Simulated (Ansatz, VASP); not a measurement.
## Two plane-wave programs on La

```xyz
8
Lattice="6.3540 0.0000 0.0000 0.0000 6.3540 0.0000 0.0000 0.0000 6.3540" Properties=species:S:1:pos:R:3 pbc="T T T"
La    0.0000    0.0000    6.3540
La    3.1770    3.1770    3.1770
La    1.5885    0.0000    3.1770
La    4.7655    6.3540    3.1770
La    3.1770    1.5885    0.0000
La    3.1770    4.7655    0.0000
La    6.3540    3.1770    1.5885
La    6.3540    3.1770    4.7655
```

Alike in both runs: functional LDA; k mesh 4 × 4 × 4; occupations fermi-dirac, width 0.1 eV; no spin polarisation.

Ansatz relaxed the structure, and its values are those at the end. VASP's run is a single point on that final structure, the one shown.

|  | VASP | Ansatz |
| --- | --- | --- |
| version | VASP 6.6.1 | Ansatz 0.2.0 |
| potentials or method | VASP PAW LDA potentials, release 64 (La), cutoff 520 eV | plane waves (420 eV) with PAW, scalar-relativistic |
| valence electrons in the cell | 88 | 88 |

VASP gave:

```
pressure (GPa) : -0.1
```

Task: Estimate Ansatz's values.

Result: Pressure (GPa): 0.0.

Ansatz warns that its potentials were made for another functional, while VASP's fit it. LDA's correlation is that of Perdew and Zunger in VASP and of Perdew and Wang (1992) in Ansatz.

Neither program's run includes spin-orbit coupling.
